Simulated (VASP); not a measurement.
# SiO2 (P4_32_12) in VASP: notebook, part 2 of 2

VASP 6.6.1. Earlier steps stand in the parts before.

**3. Electric field gradients, r2SCAN**

POSCAR reads:

```
SiO2
1.0
    4.9755888200      0.0000000000      0.0000000000
    0.0000000000      4.9755888200      0.0000000000
    0.0000000000      0.0000000000      6.9008894400
Si O
4 8
Direct
    0.1967534400      0.1967534400      0.0000000000
    0.3032465600      0.6967534400      0.7500000000
    0.6967534400      0.3032465600      0.2500000000
    0.8032465600      0.8032465600      0.5000000000
    0.6103870700      0.7382423700      0.6820415600
    0.3896129300      0.2617576300      0.1820415600
    0.7382423700      0.6103870700      0.3179584400
    0.2382423700      0.8896129300      0.9320415600
    0.2617576300      0.3896129300      0.8179584400
    0.1103870700      0.7617576300      0.5679584400
    0.8896129300      0.2382423700      0.0679584400
    0.7617576300      0.1103870700      0.4320415600
```

INCAR.step1 reads:

```
PREC     = Accurate       # precision mode
ENCUT    = 520            # plane-wave cutoff, eV
ISMEAR   = -1             # smearing method
SIGMA    = 0.02           # smearing width, eV
LREAL    = False          # projectors in reciprocal space
LASPH    = True           # aspherical terms in the spheres
NELM     = 100            # most SCF steps
NBANDS   = 44             # bands
GGA      = PE             # functional
ALGO     = Normal         # electronic algorithm
EDIFF    = 1E-4           # SCF threshold, eV
LWAVE    = True           # write WAVECAR
LCHARG   = False          # write CHGCAR
```

INCAR.step2 reads:

```
PREC     = Accurate       # precision mode
ENCUT    = 520            # plane-wave cutoff, eV
EDIFF    = 1E-8           # SCF threshold, eV
ISMEAR   = -1             # smearing method
SIGMA    = 0.02           # smearing width, eV
LREAL    = False          # projectors in reciprocal space
LASPH    = True           # aspherical terms in the spheres
NELM     = 100            # most SCF steps
ALGO     = Normal         # electronic algorithm
ISIF     = 2              # what is computed and relaxed
LWAVE    = False          # write WAVECAR
LCHARG   = False          # write CHGCAR
METAGGA  = R2SCAN         # meta-GGA
LMIXTAU  = True         
LEFG     = True         
NBANDS   = 44             # bands
ISTART   = 1
```

KPOINTS reads:

```
regular mesh
0
Gamma
  5 5 4
```

Potentials or basis: VASP PAW PBE potentials, release 64 (Si, O).

Command:

```sh
> cat potpaw_PBE.64/Si/POTCAR potpaw_PBE.64/O/POTCAR > POTCAR
> cp INCAR.step1 INCAR
> mpirun -np 1 vasp_std > vasp.out
> cp INCAR.step2 INCAR
> mpirun -np 1 vasp_std > vasp.out
```

OUTCAR:

```text
PREC = Accurate
   ENCUT = 520
   EDIFF = 1E-8
   ISMEAR = -1
   LREAL = False
   LASPH = True
   NELM = 100
   ISIF = 2
   METAGGA = R2SCAN
   ISTART = 1

 ion  position               nearest neighbor table
   1  0.197  0.197  0.000-   8 1.61  11 1.61   9 1.61   6 1.61   2 3.07   3 3.07   2 3.07   3 3.07

   2  0.303  0.697  0.750-   5 1.61   9 1.61   8 1.61  10 1.61   1 3.07   4 3.07   1 3.07   4 3.07

   3  0.697  0.303  0.250-   6 1.61   7 1.61  11 1.61  12 1.61   1 3.07   4 3.07   4 3.07   1 3.07

   4  0.803  0.803  0.500-  10 1.61  12 1.61   5 1.61   7 1.61   2 3.07   3 3.07   3 3.07   2 3.07

   5  0.610  0.738  0.682-   2 1.61   4 1.61
   6  0.390  0.262  0.182-   3 1.61   1 1.61
   7  0.738  0.610  0.318-   3 1.61   4 1.61
   8  0.238  0.890  0.932-   1 1.61   2 1.61
   9  0.262  0.390  0.818-   2 1.61   1 1.61
  10  0.110  0.762  0.568-   4 1.61   2 1.61
  11  0.890  0.238  0.068-   1 1.61   3 1.61
  12  0.762  0.110  0.432-   4 1.61   3 1.61
[... 1118 lines left out ...]
   1       3.869     0.295    -4.163       0.858
   2       3.869     0.295    -4.163       0.858
   3       3.869     0.295    -4.163       0.858
   4       3.869     0.295    -4.163       0.858
   5     -50.523   -35.754    86.276       0.171
   6     -50.523   -35.754    86.276       0.171
   7     -50.523   -35.754    86.276       0.171
   8     -50.523   -35.754    86.276       0.171
   9     -50.523   -35.754    86.276       0.171
  10     -50.523   -35.754    86.276       0.171
  11     -50.523   -35.754    86.276       0.171
  12     -50.523   -35.754    86.276       0.171
----------------------------------------------------------------------

           NMR quadrupolar parameters

 Cq : quadrupolar parameter    Cq=e*Q*V_zz/h
 eta: asymmetry parameters     (V_yy - V_xx)/ V_zz
 Q  : nuclear electric quadrupole moment in mb (millibarn)
----------------------------------------------------------------------
 ion       Cq(MHz)       eta       Q (mb)
----------------------------------------------------------------------
   1      -0.010       0.858       1.000
   2      -0.010       0.858       1.000
   3      -0.010       0.858       1.000
   4      -0.010       0.858       1.000
   5       0.209       0.171       1.000
   6       0.209       0.171       1.000
   7       0.209       0.171       1.000
   8       0.209       0.171       1.000
   9       0.209       0.171       1.000
  10       0.209       0.171       1.000
  11       0.209       0.171       1.000
  12       0.209       0.171       1.000
----------------------------------------------------------------------
```

OUTCAR.step1:

```text
PREC = Accurate
   ENCUT = 520
   ISMEAR = -1
   LREAL = False
   LASPH = True
   NELM = 100
[... 1103 lines left out ...]
      0.54924      3.79019      3.91942         0.157519      0.041626     -0.219700
      4.42635      1.18540      0.46897        -0.157519     -0.041626     -0.219700
      3.79019      0.54924      2.98147         0.041626      0.157519      0.219700
 -----------------------------------------------------------------------------------
    total drift:                                0.000000     -0.000000     -0.000000

  FREE ENERGIE OF THE ION-ELECTRON SYSTEM (eV)
  ---------------------------------------------------
  free  energy   TOTEN  =       -94.8400989362 eV

  energy  without entropy=      -94.8400989362  energy(sigma->0) =      -94.84009894
```

Wall time 16 min (1 thread of AMD EPYC 7R43 (Zen 3), shared host); peak memory 0.31 GiB.

What came out:

* Free energy: -119.1630 eV
* Pressure: 0.3 GPa
* Largest force: 0.020 eV/Å
* Band gap on the k mesh: 6.35 eV
* Largest electric field gradient by atom: Si -4.2; O +86.3 V/Å²

Forces on the atoms (eV/Å):
```
Si   0.004  0.004  0.000
Si  -0.004  0.004  0.000
Si   0.004 -0.004  0.000
Si  -0.004 -0.004  0.000
O    0.016 -0.010 -0.008
O   -0.016  0.010 -0.008
O   -0.010  0.016  0.008
O   -0.010 -0.016 -0.008
O    0.010 -0.016  0.008
O    0.016  0.010  0.008
O   -0.016 -0.010  0.008
O    0.010  0.016 -0.008
```

Electric field gradients, principal values (V/Å²):
```tsv
atom	least	middle	greatest (by size)
1 Si	0.295	3.869	-4.163
2 Si	0.295	3.869	-4.163
3 Si	0.295	3.869	-4.163
4 Si	0.295	3.869	-4.163
5 O	-35.754	-50.523	86.276
6 O	-35.754	-50.523	86.276
7 O	-35.754	-50.523	86.276
8 O	-35.754	-50.523	86.276
9 O	-35.754	-50.523	86.276
10 O	-35.754	-50.523	86.276
11 O	-35.754	-50.523	86.276
12 O	-35.754	-50.523	86.276
```

Caveat: without QUAD_EFG the Cq values of the log hold for a quadrupole moment of 1 mb, not for the nuclei; the PAW data sets were made with another functional, which shifts forces and pressure a little. A k mesh can miss the band edges.
